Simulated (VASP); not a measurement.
Here is a VASP 6.6.1 calculation.

Contents of INCAR:

```
ALGO = Normal ; EDIFF = 1E-6
ENCUT = 520 ; GGA = PS
ISIF = 2 ; ISMEAR = 0
LASPH = True ; LCHARG = True
LELF = True ; LREAL = False
LVHAR = True ; LWAVE = False
NBANDS = 11 ; NELM = 100
PREC = Accurate ; SIGMA = 0.1
```

The input KPOINTS:

```
k-points
0
Gamma
  24 24 18
```

POSCAR

```
MgB2
1.0
    3.0642867870      0.0000000000      0.0000000000
   -1.5321433935      2.6537502020      0.0000000000
    0.0000000000      0.0000000000      3.4967496283
Mg B
1 2
Direct
    0.0000000000      0.0000000000      0.0000000000
    0.3333333333      0.6666666667      0.5000000000
    0.6666666667      0.3333333333      0.5000000000
```

Potentials or basis: VASP PAW PBE potentials, release 64 (Mg, B).

Command:

```sh
$ cat potpaw_PBE.64/Mg/POTCAR potpaw_PBE.64/B/POTCAR > POTCAR
$ mpirun -np 1 vasp_std > vasp.out
```

Problem. Predict the pressure.

Solution. 0.0 GPa.

Problem. Predict the band gap on the k mesh.

Solution. Zero (band 4 reaches 7.17 eV, above the bottom of band 5 at 3.29 eV).

Stress tensor (GPa, compression positive):
```
 0.06  0.00  0.00
 0.00  0.06  0.00
 0.00  0.00 -0.17
```

Caveat: the PAW data sets were made with another functional, which shifts forces and pressure a little.
